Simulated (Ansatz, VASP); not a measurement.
## Pt: VASP beside Ansatz

```xyz
3
Lattice="4.5192 0.0000 0.0000 -2.2596 3.9138 0.0000 0.0000 0.0000 2.7189" Properties=species:S:1:pos:R:3 pbc="T T T"
Pt    0.0000    0.0000    0.0000
Pt    0.0000    2.6092    1.3595
Pt    2.2596    1.3046    1.3595
```

Alike in both runs: task relaxation of cell and atoms; functional PBE; k mesh 12 × 12 × 16; occupations gaussian, width 0.1 eV; no spin polarisation.

|  | VASP | Ansatz |
| --- | --- | --- |
| version | VASP 6.6.1 | Ansatz 0.2.0 |
| potentials or method | VASP PAW PBE potentials, release 64 (Pt), cutoff 600 eV | scalar-relativistic, plane waves, PAW |
| valence electrons in the cell | 30 | 54 |

|  | VASP | Ansatz | Ansatz less VASP |
| --- | --- | --- | --- |
| gap on the k mesh at the Fermi level, each at its own relaxed structure (eV) | none | none | - |
| relaxed volume (Å³/atom) | 16.00 | 16.03 | +0.030 |
| relaxed cell length with the largest relative difference (Å) | 2.704 | 2.706 | +0.0017 |

A gap of «none» marks a metal or a gap that the smearing closes. VASP's potentials hold 30 valence electrons a cell and Ansatz's 54, so a difference there can come from the potentials and not from the codes.

Spin-orbit coupling is off throughout.
